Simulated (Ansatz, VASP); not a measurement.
**Ge: VASP beside Ansatz**

File INCAR:

```
PREC = Accurate
ENCUT = 520
EDIFF = 1E-7
ISMEAR = 0
SIGMA = 0.15
LREAL = F
LASPH = T
NELM = 60
ALGO = Normal
ISIF = 2
LWAVE = F
LCHARG = F
GGA = PS
NBANDS = 21
```

KPOINTS

```
regular mesh
0
Gamma
  16 16 16
```

The input POSCAR:

```
Ge
1.0
    0.0000000000      2.7403123994      3.0143436393
    2.7403123994      0.0000000000      3.0143436393
    2.7403123994      2.7403123994      0.0000000000
Ge
2
Direct
    0.5000000000      0.5000000000      0.5000000000
    0.7500000000      0.7500000000      0.7500000000
```

Input for Ansatz:

```yaml
crystal:
  lattice:
    - [0.0, 2.7403123994, 3.0143436393]
    - [2.7403123994, 0.0, 3.0143436393]
    - [2.7403123994, 2.7403123994, 0.0]
  atoms:
    - { symbol: Ge, position: [0.5, 0.5, 0.5] }
    - { symbol: Ge, position: [0.75, 0.75, 0.75] }
basis:
  ecutwfc: 420
kpoints:
  mp_grid: { grid: [16, 16, 16] }
hamiltonian:
  xc: pbesol
scf:
  occupations: { method: gaussian, width: 0.15 }
output:
  forces: true
  stress: true
  eigenvalues: true
```

Alike in both runs: task single point; functional PBEsol; k mesh 16 × 16 × 16; occupations gaussian, width 0.15 eV; no spin polarisation.

```csv
,VASP,Ansatz
version,VASP 6.6.1,Ansatz 0.2.0
potentials or method,"VASP PAW PBE potentials, release 64 (Ge_d), cutoff 520 eV","scalar-relativistic, plane waves, PAW"
valence electrons in the cell,28,28
```

Ansatz gave:

| Item | Value |
| --- | --- |
| gap on the k mesh at the Fermi level (eV) | none |
| pressure (GPa) | 0.7 |
| traceless stress, the component that is largest in VASP (GPa) | -5.13 |

Which values does VASP return?

gap on the k mesh at the Fermi level (eV): none; pressure (GPa): 0.6; traceless stress, the component that is largest in VASP (GPa): -5.15.

VASP's potentials were made for PBE, not for PBEsol. A gap of «none» marks a metal or a gap that the smearing closes.
